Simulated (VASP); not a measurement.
# WC (I4/mmm) in VASP: notebook

WC is run at these levels: PBEsol; tasks: single point.

All numbers are computed with VASP 6.6.1; they aren't measurements. Logs are shortened: lines on timing, memory, paths and dates and some standing lists are left out, and cuts for length are marked.

## 1. The cell of the first run

It takes space group I4/mmm (No. 139, tetragonal). The conventional cell has a = 2.996 Å, b = 2.996 Å, c = 4.563 Å, α = 90.00°, β = 90.00°, γ = 90.00°. W (site symmetry 4/mmm) has 6 C at 2.12 to 2.28 Å within 2.8 Å. C (site symmetry 4/mmm) has 6 W at 2.12 to 2.28 Å within 2.8 Å.

## 2. Single point, PBEsol (strain -0.025 along x and y, +0.050 along z)

INCAR

```
SYSTEM = WC
PREC = Accurate
ENCUT = 520
EDIFF = 1E-6
ISMEAR = 0
SIGMA = 0.15
LREAL = .FALSE.
LASPH = .TRUE.
NELM = 80
ALGO = Normal
ISIF = 2
LWAVE = .FALSE.
LCHARG = .FALSE.
GGA = PS
NBANDS = 16
```

KPOINTS

```
regular mesh
0
G
  24 24 24
  0 0 0
```

POSCAR

```
WC
1.0
    0.0000000000      2.1183682398      2.2813196429
    2.1183682398      0.0000000000      2.2813196429
    2.1183682398      2.1183682398      0.0000000000
W C
1 1
Direct
    0.0000000000      0.0000000000      0.0000000000
    0.5000000000      0.5000000000      0.5000000000
```

Potentials or basis: VASP PAW PBE potentials, release 64 (W_sv, C).

Run with:

```
$ cat potpaw_PBE.64/W_sv/POTCAR potpaw_PBE.64/C/POTCAR > POTCAR
$ mpirun -np 1 vasp_std > vasp.out
```

OUTCAR:

```text
SYSTEM = WC
   PREC = Accurate
   ENCUT = 520
   EDIFF = 1E-6
   ISMEAR = 0
   LREAL = .FALSE.
   LASPH = .TRUE.
   NELM = 80
   ISIF = 2
   GGA = PS

 ion  position               nearest neighbor table
   1  0.000  0.000  0.000-   2 2.12   2 2.12   2 2.12   2 2.12   2 2.28   2 2.28
   2  0.500  0.500  0.500-   1 2.12   1 2.12   1 2.12   1 2.12   1 2.28   1 2.28

  LATTYP: Found a body centered tetragonal cell.
 ALAT       =     2.9958250948
 C/A-ratio  =     1.5229992210

  Lattice vectors:

 A1 = (  -2.1183682398,   0.0000000000,   2.2813196429)
 A2 = (   2.1183682398,   0.0000000000,   2.2813196429)
 A3 = (   0.0000000000,   2.1183682398,  -2.2813196429)

Analysis of symmetry for initial positions (statically):
=====================================================================
 Subroutine PRICEL returns:
 Original cell was already a primitive cell.

 Routine SETGRP: Setting up the symmetry group for a
 body centered tetragonal supercell.

 Subroutine GETGRP returns: Found 16 space group operations
 (whereof 16 operations were pure point group operations)
 out of a pool of 16 trial point group operations.

The static configuration has the point symmetry D_4h.

Analysis of symmetry for dynamics (positions and initial velocities):
=====================================================================
 Subroutine PRICEL returns:
 Original cell was already a primitive cell.

 Routine SETGRP: Setting up the symmetry group for a
 body centered tetragonal supercell.

 Subroutine GETGRP returns: Found 16 space group operations
 (whereof 16 operations were pure point group operations)
 out of a pool of 16 trial point group operations.

The dynamic configuration has the point symmetry D_4h.

 Subroutine INISYM returns: Found 16 space group operations
 (whereof 16 operations are pure point group operations),
 and found     1 'primitive' translations

----------------------------------------------------------------------------------------

                                     Primitive cell

  volume of cell :      20.4748

  direct lattice vectors                    reciprocal lattice vectors
     0.000000000  2.118368240  2.281319643    -0.236030729  0.236030729  0.219171391
     2.118368240  0.000000000  2.281319643     0.236030729 -0.236030729  0.219171391
     2.118368240  2.118368240  0.000000000     0.236030729  0.236030729 -0.219171391

  length of vectors
     3.113182184  3.113182184  2.995825095     0.399320809  0.399320809  0.399320809

  position of ions in fractional coordinates (direct lattice)
[... 79 lines left out ...]
   EDIFF  = 0.1E-05   stopping-criterion for ELM
   LREAL  =      F    real-space projection
   EDIFFG = 0.1E-04   stopping-criterion for IOM
   NSW    =      0    number of steps for IOM
   IBRION =     -1    ionic relax: 0-MD 1-quasi-New 2-CG
   NFREE  =      0    steps in history (QN), initial steepest desc. (CG)
   ISIF   =      2    stress and relaxation
   ISYM   =      2    0-nonsym 1-usesym 2-fastsym
   POTIM  = 0.5000    time-step for ionic-motion
   TEBEG  =    0.0;   TEEND  =   0.0 temperature during run
   PSTRESS=    0.0 pullay stress
   NELECT =      18.0000    total number of electrons
   NUPDOWN=      -1.0000    fix difference up-down
   EMIN   =  10.00;   EMAX   =-10.00  energy-range for DOS
   EFERMI =   0.00;   METHOD = LEGACY
   ISMEAR =     0;   SIGMA  =   0.15  broadening in eV -4-tet -1-fermi 0-gaus
   EFERMI_NEDOS =   21; number of points for ismear=-14 and -15
   IALGO  =     38    algorithm
   IMIX   =      4    mixing-type and parameters
     AMIX     =   0.40;   BMIX     =  1.00
     AMIX_MAG =   1.60;   BMIX_MAG =  1.00
  volume/ion in A,a.u.               =      10.24        69.09
  Fermi-wavevector in a.u.,A,eV,Ry     =   1.568289  2.963636 33.463925  2.459529
  Thomas-Fermi vector in A             =   2.670342
   LORBIT       =      0    0 simple, 1 ext, 2 COOP (PROOUT), +10 PAW based schemes
   GGA     = PS    functional components
   LHFCALC =     F    Hartree Fock is set to
   AEXX    =    0.0000 exact exchange contribution
   IVDW    =     0    specifies the selected vdW correction
   LEPSILON=     F    determine dielectric tensor
   LRPA    =     F    only Hartree local field effects (RPA)
 non-spin polarized calculation
 Gauss-broadening in eV      SIGMA  =   0.15
  energy-cutoff  :      520.00
  volume of cell :       20.47
 maximum number of plane-waves:       572
   NGX = 11   NGY = 11   NGZ = 11

 number of electron      17.9999998 magnetization

 Free energy of the ion-electron system (eV)
  ---------------------------------------------------
  ext. energy  EPLUGINS =         0.00000000
  ---------------------------------------------------
  free energy    TOTEN  =       -22.86713088 eV

  energy without entropy =      -22.85591231  energy(sigma->0) =      -22.86152160

 E-fermi :  12.6652     XC(G=0): -13.9957

 val. band max:       12.6618242107   @ k =  -0.3333   0.2083   0.4167
 cond. band min:      12.6683032038   @ k =  -0.2500   0.4583   0.2917
 fundamental gap:      0.0064789932
 Fermi energy:        12.6652095584

 k-point     1 :       0.0000    0.0000    0.0000
  band No.  band energies     occupation
      1     -62.6255      2.00000
      2     -26.6296      2.00000
      3     -26.6281      2.00000
      4     -26.6281      2.00000
      5      -3.3503      2.00000
      6       9.2114      2.00000
[... 433 lines left out ...]
      3     -26.7389      2.00000
      4     -26.6640      2.00000
      5       0.9665      2.00000
      6       3.2188      2.00000
[... 8 lines left out ...]
     15      24.7137      0.00000
     16      25.7273      0.00000

 [... further k-points ...]

------------------------ aborting loop because EDIFF is reached ----------------------------------------

  FORCE on cell =-STRESS in cart. coord.  units (eV):
  Direction    XX          YY          ZZ          XY          YZ          ZX
  --------------------------------------------------------------------------------------
  -------------------------------------------------------------------------------------
  Total        2.5395616      2.5395616     -2.6356423      0.0000000     -0.0000000      0.0000000
  in kB      198.7239873    198.7239873   -206.2424247      0.0000000     -0.0000000      0.0000000
  external PRESSURE =      63.7351833 kB  Pullay stress =       0.0000000 kB

 VOLUME and BASIS-vectors are now :
 -----------------------------------------------------------------------------
  energy-cutoff  :      520.00
  volume of cell :       20.47
      direct lattice vectors                 reciprocal lattice vectors
     0.000000000  2.118368240  2.281319643    -0.236030729  0.236030729  0.219171391
     2.118368240  0.000000000  2.281319643     0.236030729 -0.236030729  0.219171391
     2.118368240  2.118368240  0.000000000     0.236030729  0.236030729 -0.219171391

 POSITION                                       TOTAL-FORCE (eV/Angst)
 -----------------------------------------------------------------------------------
      0.00000      0.00000      0.00000        -0.000000     -0.000000     -0.000000
      2.11837      2.11837      2.28132         0.000000      0.000000      0.000000
 -----------------------------------------------------------------------------------
    total drift:                                0.000000     -0.000000     -0.000000

  FREE ENERGIE OF THE ION-ELECTRON SYSTEM (eV)
  ---------------------------------------------------
  free  energy   TOTEN  =       -22.8671308775 eV

  energy  without entropy=      -22.8559123132  energy(sigma->0) =      -22.86152160
```

OSZICAR:

```text
N       E                     dE             d eps       ncg     rms          rms(c)
DAV:   1     0.108814981267E+03    0.10881E+03   -0.93732E+03 34072   0.125E+03
DAV:   2    -0.229870257609E+02   -0.13180E+03   -0.12706E+03 41264   0.336E+02
DAV:   3    -0.261715923231E+02   -0.31846E+01   -0.31689E+01 37232   0.494E+01
DAV:   4    -0.261871770123E+02   -0.15585E-01   -0.15584E-01 43768   0.391E+00
DAV:   5    -0.261872849495E+02   -0.10794E-03   -0.10794E-03 37280   0.309E-01    0.337E+01
DAV:   6    -0.229707421770E+02    0.32165E+01   -0.78868E+00 43152   0.269E+01    0.923E+00
DAV:   7    -0.229005987781E+02    0.70143E-01   -0.43005E-01 34456   0.525E+00    0.696E+00
DAV:   8    -0.228687433645E+02    0.31855E-01   -0.70556E-02 40064   0.213E+00    0.135E+00
DAV:   9    -0.228672259471E+02    0.15174E-02   -0.28539E-03 37528   0.446E-01    0.106E-01
DAV:  10    -0.228671303392E+02    0.95608E-04   -0.31278E-04 41688   0.203E-01    0.493E-02
DAV:  11    -0.228671314108E+02   -0.10716E-05   -0.11118E-05 38032   0.312E-02    0.121E-02
DAV:  12    -0.228671308775E+02    0.53336E-06   -0.12865E-06 27824   0.106E-02
   1 F= -.22867131E+02 E0= -.22861522E+02  d E =-.112186E-01
```

Wall time 80 s (1 thread of Intel Xeon 6975P-C (Granite Rapids), shared host); peak memory 0.44 GiB.

Results:

```
Free energy            : -22.8671 eV
Pressure               : 6.4 GPa
Band gap on the k mesh : zero (bands 9 and 10 overlap by 3.01 eV)
```

Caveat: the cell differs from its parent crystal (strain -0.025 along x and y, +0.050 along z); the stress differs along the axes, from -21 to 20 GPa; the PAW data sets were made with another functional, which shifts forces and pressure a little; spin-orbit coupling is left out, which moves the levels of the heavy elements.

## 3. Single point, PBEsol (strain +0.000 along x and y, +0.025 along z)

INCAR

```
ALGO     = Normal         # electronic algorithm
EDIFF    = 1E-6           # SCF threshold, eV
ENCUT    = 520            # plane-wave cutoff, eV
GGA      = PS             # functional
ISIF     = 2              # what is computed and relaxed
ISMEAR   = 0              # smearing method
LASPH    = T              # aspherical terms in the spheres
LCHARG   = F              # write CHGCAR
LREAL    = F              # projectors in reciprocal space
LWAVE    = F              # write WAVECAR
NBANDS   = 16             # bands
NELM     = 80             # most SCF steps
PREC     = Accurate       # precision mode
SIGMA    = 0.15           # smearing width, eV
```

KPOINTS

```
k-points
0
Gamma
  24 24 24
```

POSCAR

```
WC
1.0
    0.0000000000      2.1726853742      2.2270025086
    2.1726853742      0.0000000000      2.2270025086
    2.1726853742      2.1726853742      0.0000000000
W C
1 1
Direct
    0.0000000000      0.0000000000      0.0000000000
    0.5000000000      0.5000000000      0.5000000000
```

Potentials or basis: VASP PAW PBE potentials, release 64 (W_sv, C).

Run with:

```
$ cat potpaw_PBE.64/W_sv/POTCAR potpaw_PBE.64/C/POTCAR > POTCAR
$ mpirun -np 1 vasp_std > vasp.out
```

OUTCAR:

```text
EDIFF = 1E-6
   ENCUT = 520
   GGA = PS
   ISIF = 2
   ISMEAR = 0
   LASPH = T
   LREAL = F
   NELM = 80
   PREC = Accurate

 ion  position               nearest neighbor table
   1  0.000  0.000  0.000-   2 2.17   2 2.17   2 2.17   2 2.17   2 2.23   2 2.23
   2  0.500  0.500  0.500-   1 2.17   1 2.17   1 2.17   1 2.17   1 2.23   1 2.23

  LATTYP: Found a body centered tetragonal cell.
 ALAT       =     3.0726411230
 C/A-ratio  =     1.4495689015

  Lattice vectors:

 A1 = (  -2.1726853742,   0.0000000000,   2.2270025086)
 A2 = (   2.1726853742,   0.0000000000,   2.2270025086)
 A3 = (   0.0000000000,   2.1726853742,  -2.2270025086)

Analysis of symmetry for initial positions (statically):
=====================================================================
 Subroutine PRICEL returns:
 Original cell was already a primitive cell.

 Routine SETGRP: Setting up the symmetry group for a
 body centered tetragonal supercell.

 Subroutine GETGRP returns: Found 16 space group operations
 (whereof 16 operations were pure point group operations)
 out of a pool of 16 trial point group operations.

The static configuration has the point symmetry D_4h.

Analysis of symmetry for dynamics (positions and initial velocities):
=====================================================================
 Subroutine PRICEL returns:
 Original cell was already a primitive cell.

 Routine SETGRP: Setting up the symmetry group for a
 body centered tetragonal supercell.

 Subroutine GETGRP returns: Found 16 space group operations
 (whereof 16 operations were pure point group operations)
 out of a pool of 16 trial point group operations.

The dynamic configuration has the point symmetry D_4h.

 Subroutine INISYM returns: Found 16 space group operations
 (whereof 16 operations are pure point group operations),
 and found     1 'primitive' translations

----------------------------------------------------------------------------------------

[... 111 lines left out ...]
     AMIX     =   0.40;   BMIX     =  1.00
     AMIX_MAG =   1.60;   BMIX_MAG =  1.00
  volume/ion in A,a.u.               =      10.51        70.94
  Fermi-wavevector in a.u.,A,eV,Ry     =   1.554477  2.937535 32.877086  2.416398
  Thomas-Fermi vector in A             =   2.658557
   LORBIT       =      0    0 simple, 1 ext, 2 COOP (PROOUT), +10 PAW based schemes
   GGA     = PS    functional components
   LHFCALC =     F    Hartree Fock is set to
   AEXX    =    0.0000 exact exchange contribution
   IVDW    =     0    specifies the selected vdW correction
   LEPSILON=     F    determine dielectric tensor
   LRPA    =     F    only Hartree local field effects (RPA)
 non-spin polarized calculation
 Gauss-broadening in eV      SIGMA  =   0.15
  energy-cutoff  :      520.00
  volume of cell :       21.03
 maximum number of plane-waves:       588
   NGX = 11   NGY = 11   NGZ = 11

 number of electron      18.0000002 magnetization

 Free energy of the ion-electron system (eV)
  ---------------------------------------------------
  ext. energy  EPLUGINS =         0.00000000
  ---------------------------------------------------
  free energy    TOTEN  =       -22.97658621 eV

  energy without entropy =      -22.96515482  energy(sigma->0) =      -22.97087051

 E-fermi :  12.2831     XC(G=0): -13.8566

 val. band max:       12.2819257007   @ k =  -0.3333   0.3750   0.2500
 cond. band min:      12.2839071375   @ k =  -0.2500   0.3750   0.1667
 fundamental gap:      0.0019814368
 Fermi energy:        12.2830994330

 k-point     1 :       0.0000    0.0000    0.0000
  band No.  band energies     occupation
      1     -63.0754      2.00000
      2     -27.0727      2.00000
      3     -27.0727      2.00000
      4     -27.0718      2.00000
      5      -3.5108      2.00000
      6       9.3201      2.00000
[... 433 lines left out ...]
      3     -27.1521      2.00000
      4     -27.1297      2.00000
      5       0.6822      2.00000
      6       2.9628      2.00000
[... 8 lines left out ...]
     15      24.3263      0.00000
     16      24.7471      0.00000

 [... further k-points ...]

------------------------ aborting loop because EDIFF is reached ----------------------------------------

  FORCE on cell =-STRESS in cart. coord.  units (eV):
  Direction    XX          YY          ZZ          XY          YZ          ZX
  --------------------------------------------------------------------------------------
  -------------------------------------------------------------------------------------
  Total       -0.4342433     -0.4342433     -2.1364753      0.0000000      0.0000000      0.0000000
  in kB      -33.0901927    -33.0901927   -162.8036244      0.0000000      0.0000000      0.0000000
  external PRESSURE =     -76.3280032 kB  Pullay stress =       0.0000000 kB

 VOLUME and BASIS-vectors are now :
 -----------------------------------------------------------------------------
  energy-cutoff  :      520.00
  volume of cell :       21.03
      direct lattice vectors                 reciprocal lattice vectors
     0.000000000  2.172685374  2.227002509    -0.230129961  0.230129961  0.224517035
     2.172685374  0.000000000  2.227002509     0.230129961 -0.230129961  0.224517035
     2.172685374  2.172685374  0.000000000     0.230129961  0.230129961 -0.224517035

 POSITION                                       TOTAL-FORCE (eV/Angst)
 -----------------------------------------------------------------------------------
      0.00000      0.00000      0.00000        -0.000000     -0.000000      0.000000
      2.17269      2.17269      2.22700         0.000000      0.000000     -0.000000
 -----------------------------------------------------------------------------------
    total drift:                                0.000000     -0.000000     -0.000000

  FREE ENERGIE OF THE ION-ELECTRON SYSTEM (eV)
  ---------------------------------------------------
  free  energy   TOTEN  =       -22.9765862073 eV

  energy  without entropy=      -22.9651548204  energy(sigma->0) =      -22.97087051
```

OSZICAR:

```text
N       E                     dE             d eps       ncg     rms          rms(c)
DAV:   1     0.108196165373E+03    0.10820E+03   -0.93529E+03 34136   0.125E+03
DAV:   2    -0.230386007338E+02   -0.13123E+03   -0.12663E+03 41168   0.334E+02
DAV:   3    -0.262594537406E+02   -0.32209E+01   -0.32063E+01 37080   0.494E+01
DAV:   4    -0.262757258360E+02   -0.16272E-01   -0.16271E-01 44160   0.399E+00
DAV:   5    -0.262758433101E+02   -0.11747E-03   -0.11747E-03 37232   0.321E-01    0.314E+01
DAV:   6    -0.230949679341E+02    0.31809E+01   -0.80994E+00 43640   0.268E+01    0.829E+00
DAV:   7    -0.230104595181E+02    0.84508E-01   -0.44873E-01 34600   0.533E+00    0.645E+00
DAV:   8    -0.229782815590E+02    0.32178E-01   -0.81906E-02 39776   0.231E+00    0.125E+00
DAV:   9    -0.229767113353E+02    0.15702E-02   -0.31436E-03 37280   0.495E-01    0.111E-01
DAV:  10    -0.229765851472E+02    0.12619E-03   -0.35769E-04 42080   0.215E-01    0.456E-02
DAV:  11    -0.229765866197E+02   -0.14725E-05   -0.10810E-05 37624   0.325E-02    0.892E-03
DAV:  12    -0.229765862073E+02    0.41240E-06   -0.52553E-07 23720   0.827E-03
   1 F= -.22976586E+02 E0= -.22970871E+02  d E =-.114314E-01
```

Wall time 2.1 min (1 thread of Intel Xeon 6975P-C (Granite Rapids), shared host); peak memory 0.44 GiB.

Results:

```
Free energy            : -22.9766 eV
Pressure               : -7.6 GPa
Band gap on the k mesh : zero (bands 9 and 10 overlap by 3.06 eV)
```

Levels at points of the mesh, in eV from the Fermi level:
```
           k point  band 7  band 8  band 9  band 10  band 11  band 12
(0.00, 0.00, 0.00)   -2.65   -2.65   -1.14    -1.09    -0.99    -0.99
(0.50, 0.00, 0.00)   -6.61   -6.57    0.98     1.16     2.37     4.91
(0.50, 0.50, 0.00)   -5.76   -2.36   -2.36     0.84     2.29     2.29
(0.50, 0.00, 0.50)   -5.48   -2.55   -2.49     0.86     2.15     2.44
```

Caveat: the cell differs from its parent crystal (strain +0.000 along x and y, +0.025 along z); the stress differs along the axes, from -16 to -3 GPa; the PAW data sets were made with another functional, which shifts forces and pressure a little; spin-orbit coupling is left out, which moves the levels of the heavy elements.
